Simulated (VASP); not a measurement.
# W (I4/mmm) in VASP: notebook, part 2 of 2

VASP 6.6.1.

**3. Single point, LDA (engineering shear strain xz +0.0000, normal strain along z -0.1125)**

Input file INCAR:

```
PREC     = Accurate       # precision mode
ENCUT    = 520            # plane-wave cutoff, eV
EDIFF    = 1E-6           # SCF threshold, eV
ISMEAR   = 0              # smearing method
SIGMA    = 0.15           # smearing width, eV
LREAL    = F              # projectors in reciprocal space
LASPH    = T              # aspherical terms in the spheres
NELM     = 60             # most SCF steps
ALGO     = Normal         # electronic algorithm
ISIF     = 2              # what is computed and relaxed
LWAVE    = F              # write WAVECAR
LCHARG   = F              # write CHGCAR
NBANDS   = 13             # bands
```

Input file KPOINTS:

```
Automatic mesh
0
Gamma
  20 20 20
```

Input file POSCAR:

```
W
1.0
    0.0000000000      1.9864787842      1.7629999210
    1.9864787842      0.0000000000      1.7629999210
    1.9864787842      1.9864787842      0.0000000000
W
1
Direct
    0.0000000000      0.0000000000      0.0000000000
```

Potentials or basis: VASP PAW LDA potentials, release 64 (W_sv).

On the command line:

```console
$ cat potpaw_LDA.64/W_sv/POTCAR > POTCAR
$ mpirun -np 1 vasp_std > vasp.out
```

OUTCAR:

```text
PREC = Accurate
   ENCUT = 520
   EDIFF = 1E-6
   ISMEAR = 0
   LREAL = F
   LASPH = T
   NELM = 60
   ISIF = 2

 ion  position               nearest neighbor table
   1  0.000  0.000  0.000-

  LATTYP: Found a body centered tetragonal cell.
 ALAT       =     2.8093052380
 C/A-ratio  =     1.2551145366

  Lattice vectors:

 A1 = (   0.0000000000,  -1.9864787842,  -1.7629999210)
 A2 = (   0.0000000000,   1.9864787842,  -1.7629999210)
 A3 = (   1.9864787842,   0.0000000000,   1.7629999210)

Analysis of symmetry for initial positions (statically):
=====================================================================
 Subroutine PRICEL returns:
 Original cell was already a primitive cell.

 Routine SETGRP: Setting up the symmetry group for a
 body centered tetragonal supercell.

 Subroutine GETGRP returns: Found 16 space group operations
 (whereof 16 operations were pure point group operations)
 out of a pool of 16 trial point group operations.

The static configuration has the point symmetry D_4h.

Analysis of symmetry for dynamics (positions and initial velocities):
=====================================================================
 Subroutine PRICEL returns:
 Original cell was already a primitive cell.

 Routine SETGRP: Setting up the symmetry group for a
 body centered tetragonal supercell.

 Subroutine GETGRP returns: Found 16 space group operations
 (whereof 16 operations were pure point group operations)
 out of a pool of 16 trial point group operations.

The dynamic configuration has the point symmetry D_4h.

 Subroutine INISYM returns: Found 16 space group operations
 (whereof 16 operations are pure point group operations),
 and found     1 'primitive' translations

----------------------------------------------------------------------------------------

                                     Primitive cell

  volume of cell :      13.9139

  direct lattice vectors                    reciprocal lattice vectors
     0.000000000  1.986478784  1.762999921    -0.251701656  0.251701656  0.283607500
     1.986478784  0.000000000  1.762999921     0.251701656 -0.251701656  0.283607500
     1.986478784  1.986478784  0.000000000     0.251701656  0.251701656 -0.283607500

  length of vectors
     2.655986951  2.655986951  2.809305238     0.455127083  0.455127083  0.455127083

  position of ions in fractional coordinates (direct lattice)
     0.000000000  0.000000000  0.000000000

  ion indices of the primitive-cell ions
   primitive index   ion index
                 1           1

----------------------------------------------------------------------------------------

 KPOINTS: Automatic mesh

Automatic generation of k-mesh.
 Grid dimensions read from file:
 generate k-points for:   20   20   20

 Generating k-lattice:

  Cartesian coordinates                     Fractional coordinates (reciprocal lattice)
    -0.012585083  0.012585083  0.014180375     0.050000000 -0.000000000  0.000000000
     0.012585083 -0.012585083  0.014180375    -0.000000000  0.050000000  0.000000000
     0.012585083  0.012585083 -0.014180375     0.000000000  0.000000000  0.050000000

  Length of vectors
     0.022756354  0.022756354  0.022756354

  Shift w.r.t. Gamma in fractional coordinates (k-lattice)
     0.000000000  0.000000000  0.000000000

 Subroutine IBZKPT returns following result:
 ===========================================

 Found    641 irreducible k-points:

 Following reciprocal coordinates:
            Coordinates               Weight
  0.000000  0.000000  0.000000      1.000000
  0.050000  0.000000  0.000000      8.000000
  0.100000  0.000000  0.000000      8.000000
  0.150000  0.000000  0.000000      8.000000
  0.200000  0.000000  0.000000      8.000000
  0.250000  0.000000  0.000000      8.000000
[... 16 lines left out ...]
 -0.400000  0.050000  0.000000      8.000000
 -0.350000  0.050000  0.000000      8.000000
 [... further k-points ...]
   k-points           NKPTS =    641   k-points in BZ     NKDIM =    641   number of bands    NBANDS=     13
   number of dos      NEDOS =    301   number of ions     NIONS =      1
   total plane-waves  NPLWV =   9600
   dimension x,y,z NGX =    20 NGY =   20 NGZ =   24
   dimension x,y,z NGXF=    40 NGYF=   40 NGZF=   48
   ions per type =               1
   NGX,Y,Z   is equivalent  to a cutoff of  12.52, 12.52, 14.20 a.u.
   NGXF,Y,Z  is equivalent  to a cutoff of  25.04, 25.04, 28.40 a.u.
 SYSTEM =  unknown system
   PREC   = accura    normal or accurate (medium, high low for compatibility)
   ISTART =      0    job   : 0-new  1-cont  2-samecut
   ICHARG =      2    charge: 1-file 2-atom 10-const
   ISPIN  =      1    spin polarized calculation?
   LNONCOLLINEAR =      F non collinear calculations
   LSORBIT =      F    spin-orbit coupling
   LASPH  =      T    aspherical Exc in radial PAW
   ENCUT  =  520.0 eV  38.22 Ry    6.18 a.u.   4.94  4.94  5.22*2*pi/ulx,y,z
   NELM   =     60;   NELMIN=  2; NELMDL= -5     # of ELM steps
   EDIFF  = 0.1E-05   stopping-criterion for ELM
   LREAL  =      F    real-space projection
   EDIFFG = 0.1E-04   stopping-criterion for IOM
   NSW    =      0    number of steps for IOM
   IBRION =     -1    ionic relax: 0-MD 1-quasi-New 2-CG
   NFREE  =      0    steps in history (QN), initial steepest desc. (CG)
   ISIF   =      2    stress and relaxation
   ISYM   =      2    0-nonsym 1-usesym 2-fastsym
   POTIM  = 0.5000    time-step for ionic-motion
   TEBEG  =    0.0;   TEEND  =   0.0 temperature during run
   PSTRESS=    0.0 pullay stress
   NELECT =      14.0000    total number of electrons
   NUPDOWN=      -1.0000    fix difference up-down
   EMIN   =  10.00;   EMAX   =-10.00  energy-range for DOS
   EFERMI =   0.00;   METHOD = LEGACY
   ISMEAR =     0;   SIGMA  =   0.15  broadening in eV -4-tet -1-fermi 0-gaus
   EFERMI_NEDOS =   21; number of points for ismear=-14 and -15
   IALGO  =     38    algorithm
   IMIX   =      4    mixing-type and parameters
     AMIX     =   0.40;   BMIX     =  1.00
     AMIX_MAG =   1.60;   BMIX_MAG =  1.00
  volume/ion in A,a.u.               =      13.91        93.90
  Fermi-wavevector in a.u.,A,eV,Ry     =   1.640467  3.100033 36.615067  2.691131
  Thomas-Fermi vector in A             =   2.731100
   LORBIT       =      0    0 simple, 1 ext, 2 COOP (PROOUT), +10 PAW based schemes
   GGA     = CA    functional components
   LHFCALC =     F    Hartree Fock is set to
   AEXX    =    0.0000 exact exchange contribution
   IVDW    =     0    specifies the selected vdW correction
   LEPSILON=     F    determine dielectric tensor
   LRPA    =     F    only Hartree local field effects (RPA)
 non-spin polarized calculation
 Gauss-broadening in eV      SIGMA  =   0.15
  energy-cutoff  :      520.00
  volume of cell :       13.91
 maximum number of plane-waves:       398
   NGX =  9   NGY =  9   NGZ = 11

 number of electron      13.9999999 magnetization

 Free energy of the ion-electron system (eV)
  ---------------------------------------------------
  ext. energy  EPLUGINS =         0.00000000
  ---------------------------------------------------
  free energy    TOTEN  =       -13.49025292 eV

  energy without entropy =      -13.48179907  energy(sigma->0) =      -13.48602599

 E-fermi :  13.1372     XC(G=0): -14.5668

 val. band max:       13.1350279652   @ k =   0.4000   0.2000   0.0500
 cond. band min:      13.1405434127   @ k =  -0.1500   0.4500   0.3500
 fundamental gap:      0.0055154475
 Fermi energy:        13.1372154956

 k-point     1 :       0.0000    0.0000    0.0000
  band No.  band energies     occupation
      1     -60.2221      2.00000
      2     -23.8038      2.00000
      3     -23.8038      2.00000
      4     -23.7605      2.00000
      5       3.0979      2.00000
      6      11.5054      2.00000
      7      11.5054      2.00000
      8      13.2485      0.29399
      9      14.4003      0.00000
     10      16.8421      0.00000
     11      26.0818      0.00000
     12      30.3263      0.00000
     13      30.3263      0.00000
[... 353 lines left out ...]
 k-point    24 :      -0.3500    0.0500    0.0000
  band No.  band energies     occupation
      1     -60.0295      2.00000
      2     -25.4490      2.00000
      3     -24.1413      2.00000
      4     -23.9292      2.00000
      5       6.4231      2.00000
      6      11.0386      2.00000
      7      12.0223      2.00000
      8      13.1779      0.70132
      9      17.3949      0.00000
     10      17.8763      0.00000
     11      25.8756      0.00000
     12      29.1436      0.00000
     13      36.0648      0.00000

 [... further k-points ...]
[... 5 lines left out ...]
  --------------------------------------------------------------------------------------
  -------------------------------------------------------------------------------------
  Total        5.3928332      5.3928332      2.3500320      0.0000000     -0.0000000      0.0000000
  in kB      620.9797242    620.9797242    270.6039999      0.0000000     -0.0000000      0.0000000
  external PRESSURE =     504.1878161 kB  Pullay stress =       0.0000000 kB

 VOLUME and BASIS-vectors are now :
 -----------------------------------------------------------------------------
  energy-cutoff  :      520.00
  volume of cell :       13.91
      direct lattice vectors                 reciprocal lattice vectors
     0.000000000  1.986478784  1.762999921    -0.251701656  0.251701656  0.283607500
     1.986478784  0.000000000  1.762999921     0.251701656 -0.251701656  0.283607500
     1.986478784  1.986478784  0.000000000     0.251701656  0.251701656 -0.283607500

 POSITION                                       TOTAL-FORCE (eV/Angst)
 -----------------------------------------------------------------------------------
      0.00000      0.00000      0.00000        -0.000000      0.000000      0.000000
 -----------------------------------------------------------------------------------
    total drift:                                0.000000     -0.000000      0.000000

  FREE ENERGIE OF THE ION-ELECTRON SYSTEM (eV)
  ---------------------------------------------------
  free  energy   TOTEN  =       -13.4902529197 eV

  energy  without entropy=      -13.4817990652  energy(sigma->0) =      -13.48602599
```

It took 2.7 min on 1 thread of Intel Xeon 8259CL, shared host; peak memory 0.22 GiB.

What came out:

```
Free energy            : -13.4903 eV
Pressure               : 50.4 GPa
Band gap on the k mesh : zero (bands 7 and 8 overlap by 6.91 eV)
```

Stress tensor (GPa, compression positive):
```
62.10  0.00  0.00
 0.00 62.10  0.00
 0.00  0.00 27.06
```

Caveat: the cell differs from its parent crystal (engineering shear strain xz +0.0000, normal strain along z -0.1125); the stress differs along the axes, from 27 to 62 GPa; spin-orbit coupling is left out, which moves the levels of the heavy elements.

**4. Single point, LDA (engineering shear strain xz +0.0000, normal strain along z -0.0750)**

Input file INCAR:

```
PREC     = Accurate       # precision mode
ENCUT    = 520            # plane-wave cutoff, eV
EDIFF    = 1E-7           # SCF threshold, eV
ISMEAR   = 0              # smearing method
SIGMA    = 0.15           # smearing width, eV
LREAL    = F              # projectors in reciprocal space
LASPH    = T              # aspherical terms in the spheres
NELM     = 80             # most SCF steps
ALGO     = Fast           # electronic algorithm
ISIF     = 2              # what is computed and relaxed
LWAVE    = F              # write WAVECAR
LCHARG   = T              # write CHGCAR
LELF     = T              # ELF
LVHAR    = T            
NBANDS   = 13             # bands
```

KPOINTS is that of step 3.

Input file POSCAR:

```
W
1.0
    0.0000000000      1.9864787842      1.8374928754
    1.9864787842      0.0000000000      1.8374928754
    1.9864787842      1.9864787842      0.0000000000
W
1
Direct
    0.0000000000      0.0000000000      0.0000000000
```

On the command line:

```console
$ cat potpaw_LDA.64/W_sv/POTCAR > POTCAR
$ mpirun -np 1 vasp_std > vasp.out
```

It took 3.7 min on 1 thread of Intel Xeon 8259CL, shared host; peak memory 0.22 GiB.

It converged, with:

| Property | Result |
| --- | --- |
| Free energy | -13.5650 eV |
| Pressure | 31.0 GPa |
| Band gap on the k mesh | zero (bands 7 and 8 overlap by 5.87 eV) |

Stress tensor (GPa, compression positive):
```
39.33  0.00  0.00
 0.00 39.33  0.00
 0.00  0.00 14.36
```

Levels at points of the mesh, in eV from the Fermi level:
| k point | band 4 | band 5 | band 6 | band 7 | band 8 | band 9 | band 10 | band 11 |
| --- | --- | --- | --- | --- | --- | --- | --- | --- |
| (0.00, 0.00, 0.00) | -36.85 | -9.68 | -1.25 | -1.25 | -0.14 | 1.85 | 3.47 | 12.93 |
| (0.50, 0.00, 0.00) | -37.00 | -6.45 | -1.89 | -0.50 | 1.12 | 5.26 | 6.19 | 12.20 |
| (0.50, 0.50, 0.00) | -37.67 | -6.56 | -5.71 | 5.01 | 5.65 | 6.66 | 6.66 | 11.99 |
| (0.50, 0.00, 0.50) | -37.33 | -6.58 | -5.38 | 3.29 | 5.54 | 5.92 | 7.23 | 12.41 |

Caveat: the cell differs from its parent crystal (engineering shear strain xz +0.0000, normal strain along z -0.0750); the stress differs along the axes, from 14 to 39 GPa; spin-orbit coupling is left out, which moves the levels of the heavy elements.

**5. The runs side by side**

| cell | gap on the mesh (eV) | pressure (GPa) |
| --- | --- | --- |
| a = 2.607, b = 2.607, c = 2.809 Å, angles 57.4, 57.4, 65.2°, 1 atom | none | 73.6 |
| a = 2.656, b = 2.656, c = 2.809 Å, angles 58.1, 58.1, 63.9°, 1 atom | none | 50.4 |
| a = 2.706, b = 2.706, c = 2.809 Å, angles 58.7, 58.7, 62.5°, 1 atom | none | 31.0 |

Alike in all rows: task single point; level LDA; potentials or basis VASP PAW LDA potentials, release 64 (W_sv); no spin polarisation; k mesh 20 × 20 × 20; cutoff (eV) 520; smearing gaussian 0.15 eV.

Caveats: spin-orbit coupling is left out, which moves the levels of the heavy elements; the stress differs along the axes, from 44 to 89 GPa (at least some runs); the stress differs along the axes, from 27 to 62 GPa (at least some runs); the stress differs along the axes, from 14 to 39 GPa (at least some runs).

Absolute energies hang on the potentials; compare differences alone.
